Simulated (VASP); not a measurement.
Input of a VASP 6.6.1 run:

Contents of INCAR:

```
  PREC = Accurate
  ENCUT = 520
  EDIFF = 1E-6
  ISMEAR = 0
  SIGMA = 0.1
  LREAL = False
  LASPH = True
  NELM = 60
  ALGO = Normal
  ISIF = 2
  LWAVE = False
  LCHARG = False
  GGA = PE
  NBANDS = 29
```

KPOINTS

```
Automatic mesh
0
Gamma
  4 4 4
```

Contents of POSCAR:

```
AlP7
1.0
    5.4312159998      0.0000000000      0.0000000000
    0.0000000000      5.4312159998      0.0000000000
    0.0000000000      0.0000000000      5.4312159998
Al P
1 7
Direct
    0.0000000000      0.0000000000      0.0000000000
    0.2642867253      0.2642867253      0.2642867253
    0.0000000000      0.5000000000      0.5000000000
    0.5000000000      0.5000000000      0.0000000000
    0.5000000000      0.0000000000      0.5000000000
    0.7357132747      0.2642867253      0.7357132747
    0.7357132747      0.7357132747      0.2642867253
    0.2642867253      0.7357132747      0.7357132747
```

Potentials or basis: VASP PAW PBE potentials, release 64 (Al, P).

The run is started by

```sh
$ cat potpaw_PBE.64/Al/POTCAR potpaw_PBE.64/P/POTCAR > POTCAR
$ mpirun -np 1 vasp_std > vasp.out
```

(1) Estimate the largest force.

(2) Estimate the band gap on the k mesh.

Results:

(1) 0.036 eV/Å.

(2) zero (band 19 reaches 7.03 eV, above the bottom of band 20 at 5.15 eV).
